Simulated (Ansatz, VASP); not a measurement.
# Two plane-wave programs on KF

```
K F
1.0
     0.02845    2.66313    2.66313
     2.66313    0.02845    2.66313
     2.66313    2.66313    0.02845
K F
1 1
Direct
  0.00000 0.00000 0.00000
  0.50000 0.50000 0.50000
```

Alike in both runs: task single point; functional LDA; k mesh 8 × 8 × 8; occupations gaussian, width 0.05 eV; no spin polarisation.

```csv
,VASP,Ansatz
version,VASP 6.6.1,Ansatz 0.2.0
potentials or method,"VASP PAW LDA potentials, release 64 (K_sv, F), cutoff 520 eV","scalar-relativistic, plane waves, PAW"
valence electrons in the cell,16,16
```

VASP gave:

* gap on the k mesh at the Fermi level (eV): 5.92
* least direct gap on the mesh (eV): 5.92
* pressure (GPa): -2.7
* traceless stress, the component that is largest in VASP (GPa): -0.16

Question: Which values does Ansatz return?

Answer: gap on the k mesh at the Fermi level (eV): 5.93; least direct gap on the mesh (eV): 5.93; pressure (GPa): -2.8; traceless stress, the component that is largest in VASP (GPa): -0.17.

LDA's correlation is that of Perdew and Zunger in VASP and of Perdew and Wang (1992) in Ansatz.
